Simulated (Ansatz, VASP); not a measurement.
# Ga2BSb3 in VASP and in Ansatz

The input INCAR:

```
SYSTEM = Ga2BSb3
PREC = Accurate
ENCUT = 600
EDIFF = 1E-7
ISMEAR = 0
SIGMA = 0.1
LREAL = .FALSE.
LASPH = .TRUE.
NELM = 60
ALGO = Normal
ISIF = 3
LWAVE = .FALSE.
LCHARG = .FALSE.
GGA = PE
IBRION = 2
NSW = 90
EDIFFG = -0.04
```

Contents of KPOINTS:

```
Automatic mesh
0
G
  3 3 6
  0 0 0
```

POSCAR

```
Ga2BSb3
1.0
   10.0547042427      0.0000000000      0.0000000000
   -5.0273521214      8.7076293017      0.0000000000
    0.0000000000      0.0000000000      2.6582927080
Ga B Sb
2 1 3
Direct
    0.3333333333      0.6666666667      0.5000000000
    0.6666666667      0.3333333333      0.5000000000
    0.0000000000      0.0000000000      0.5000000000
    0.5000000000      0.0000000000      0.5000000000
    0.0000000000      0.5000000000      0.5000000000
    0.5000000000      0.5000000000      0.5000000000
```

Input for Ansatz:

```yaml
crystal:
  lattice:
    - [10.0547042427, 0.0, 0.0]
    - [-5.0273521214, 8.7076293017, 0.0]
    - [0.0, 0.0, 2.658292708]
  atoms:
    - { symbol: Ga, position: [0.3333333333, 0.6666666667, 0.5] }
    - { symbol: Ga, position: [0.6666666667, 0.3333333333, 0.5] }
    - { symbol: B, position: [0.0, 0.0, 0.5] }
    - { symbol: Sb, position: [0.5, 0.0, 0.5] }
    - { symbol: Sb, position: [0.0, 0.5, 0.5] }
    - { symbol: Sb, position: [0.5, 0.5, 0.5] }
basis:
  ecutwfc: 420
kpoints:
  mp_grid: { grid: [3, 3, 6] }
hamiltonian:
  xc: pbe
scf:
  occupations: { method: gaussian, width: 0.1 }
  lower_state_search: "off"
output:
  forces: true
  stress: true
  eigenvalues: true
relax:
  adjacent_minimum: "off"
  f_tol: 0.04
  max_steps: 70
  cell: { stress_tol: 0.4 }
```

Alike in both runs: task relaxation of cell and atoms; functional PBE; k mesh 3 × 3 × 6; occupations gaussian, width 0.1 eV; no spin polarisation.

```csv
,VASP,Ansatz
version,VASP 6.6.1,Ansatz 0.2.0
potentials or method,"VASP PAW PBE potentials, release 64 (Ga_d, B, Sb), cutoff 600 eV","scalar-relativistic, plane waves, PAW"
valence electrons in the cell,44,74
```

```csv
,VASP,Ansatz,Ansatz less VASP
"gap on the k mesh at the Fermi level, each at its own relaxed structure (eV)",none,none,-
relaxed volume (Å³/atom),37.12,36.90,-0.221
relaxed cell length with the largest relative difference (Å),2.877,2.870,-0.0067
```

A gap of «none» marks a metal or a gap that the smearing closes. VASP's potentials hold 44 valence electrons a cell and Ansatz's 74, so a difference there can come from the potentials and not from the codes.

The k mesh is coarse, so the values compare programs but aren't converged. Neither program's run includes spin-orbit coupling.
